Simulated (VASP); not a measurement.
## C: single point with PBE

C:

```xyz
10
Lattice="1.2597 0.7273 10.3668 -1.2597 0.7273 10.3668 0.0000 -1.4546 10.3668" Properties=species:S:1:pos:R:3 pbc="T T T"
C     0.0000    0.0000    0.7721
C     0.0000    0.0000   30.3284
C     0.0000    0.0000    3.3801
C     0.0000    0.0000   27.7204
C     0.0000    0.0000    4.9253
C     0.0000    0.0000   26.1752
C     0.0000    0.0000   11.6583
C     0.0000    0.0000   19.4422
C     0.0000    0.0000   13.2276
C     0.0000    0.0000   17.8728
```

* Program: VASP 6.6.1
* Task: single point
* Functional: PBE
* Potentials or basis: VASP PAW PBE potentials, release 64 (C)
* Cutoff: 520 eV
* k mesh: 12 × 12 × 12
* Occupations: gaussian, width 0.02 eV
* Spin: no spin polarisation
* Dipole correction: no
* Further INCAR settings: ALGO = Normal; EDIFF = 1e-06; NBANDS = 31

- Pressure: 0.7 GPa
- Largest force: 0.004 eV/Å
- Band gap on the k mesh: 4.48 eV (least direct gap 5.34 eV)

Forces in eV/Å, atoms in the order of the input:
```
C    0.000  0.000  0.001
C    0.000  0.000 -0.001
C    0.000  0.000 -0.001
C    0.000  0.000  0.001
C    0.000  0.000 -0.001
C    0.000  0.000  0.001
C    0.000  0.000  0.004
C    0.000  0.000 -0.004
C    0.000  0.000 -0.004
C    0.000  0.000  0.004
```

Levels at points of the mesh, in eV from the valence-band top:
```tsv
k point	band 17	band 18	band 19	band 20	band 21	band 22	band 23	band 24
(0.00, 0.00, 0.00)	-1.29	-0.18	0.00	0.00	5.34	5.34	5.48	6.76
(0.50, 0.00, 0.00)	-4.43	-4.38	-3.54	-2.92	4.83	4.83	6.23	6.29
(0.50, 0.50, 0.00)	-4.16	-4.08	-3.40	-3.38	4.61	5.45	5.51	5.53
(0.50, 0.50, 0.50)	-0.46	-0.46	-0.42	-0.42	5.83	5.83	5.93	5.93
```

It took 74 min on 1 thread of Intel(R) Xeon(R) Platinum 8488C (Sapphire Rapids) (shared host), peak memory 0.97 GiB.

A k mesh can miss the band edges.
